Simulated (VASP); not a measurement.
Runs of VASP 6.6.1 on SnSe. Symmetry: Fm-3m, No. 225, cubic system. Conventional cell: a = 5.970 Å, b = 5.970 Å, c = 5.970 Å, α = 90.00°, β = 90.00°, γ = 90.00°. Within 3.9 Å of Sn (site symmetry m-3m) lie 6 Se at 2.98 Å. Within 3.9 Å of Se (site symmetry m-3m) lie 6 Sn at 2.98 Å. 

```csv
level,k mesh,cutoff (eV),grid for exact exchange (PRECFOCK),share of exact exchange,screening parameter,gap on the mesh (eV),pressure (GPa)
PBE,6 × 6 × 6,500,-,-,-,(a),(b)
PBE0,6 × 6 × 6,400,Normal,0.25,-,0.86,0.7
r2SCAN,6 × 6 × 6,550,-,-,-,0.57,0.9
r2SCAN,8 × 8 × 8,550,-,-,-,0.57,1.3
HSE06,6 × 6 × 6,400,Normal,0.25,0.2079 1/Å,0.52,0.7
```

Alike in all rows: task single point; potentials or basis VASP PAW PBE potentials, release 64 (Sn_d, Se); no spin polarisation; cell as given; smearing gaussian 0.01 eV.

Q: Fill in the values left out.

A: (a) 0.69; (b) 2.0.

Caveats: spin-orbit coupling is left out, which moves the levels of the heavy elements; the PAW data sets were made with another functional, which shifts forces and pressure a little (at least some runs); semilocal functionals underestimate gaps, and a narrow one can read as zero (at least some runs).

A k mesh can miss the band edges, and the runs leave out spin-orbit coupling on Se, Sn.
